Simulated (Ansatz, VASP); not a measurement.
## K: VASP beside Ansatz

```
K
1.0
     4.31044    0.00000    0.00000
     0.00000    4.31044    0.00000
     0.00000    0.00000    4.31044
K
1
Cartesian
  0.0000 0.0000 0.0000
```

Alike in both runs: task relaxation of cell and atoms; functional PBEsol; dispersion D3(BJ); k mesh 6 × 6 × 6; occupations fermi-dirac, width 0.05 eV; no spin polarisation.

```csv
,VASP,Ansatz
version,VASP 6.6.1,Ansatz 0.2.0
potentials or method,"VASP PAW PBE potentials, release 64 (K_sv)",Ansatz PAW
plane-wave cutoff (eV),600,420
valence electrons in the cell,9,9
```

Ansatz gave:

```
gap on the k mesh at the Fermi level, each at its own relaxed structure (eV) : none
relaxed volume (Å³/atom)                                                     : 69.42
relaxed length of the cell vector where the two differ most in proportion (Å)              : 4.110
```

Question: Estimate VASP's values.

Answer: gap on the k mesh at the Fermi level, each at its own relaxed structure (eV): none; relaxed volume (Å³/atom): 69.43; relaxed length of the cell vector where the two differ most in proportion (Å): 4.110.

VASP's potentials were made for PBE, not for PBEsol. A gap of «none» marks a metal or a gap that the smearing closes.

Noted on Ansatz's run: the plane-wave basis is chosen anew once the cell has moved, so the energies of steps on either side of that aren't comparable.
